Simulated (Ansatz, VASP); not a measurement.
**Al2GaP3 in VASP and in Ansatz**

```
Al Ga P
1.0
    -1.94752    1.94752    8.25717
     1.94752   -1.94752    8.25717
     1.94752    1.94752   -8.25717
Al Ga P
2 1 3
Direct
  0.66668 0.66668 0.00000
  0.33332 0.33332 0.00000
  0.00000 0.00000 0.00000
  0.41630 0.91629 0.50000
  0.08371 0.58371 0.50000
  0.75000 0.25000 0.50000
```

Alike in both runs: task single point; functional PBE; k mesh 10 × 10 × 10; occupations gaussian, width 0.02 eV; no spin polarisation.

```csv
,VASP,Ansatz
version,VASP 6.6.1,Ansatz 0.2.0
potentials or method,"VASP PAW PBE potentials, release 64 (Al, Ga_d, P), cutoff 500 eV","scalar-relativistic, plane waves, PAW"
valence electrons in the cell,34,34
```

```csv
,VASP,Ansatz,Ansatz less VASP
gap on the k mesh at the Fermi level (eV),1.64,1.64,+0.001
least direct gap on the mesh (eV),1.84,1.84,+0.002
pressure (GPa),-0.1,0.0,+0.08
```
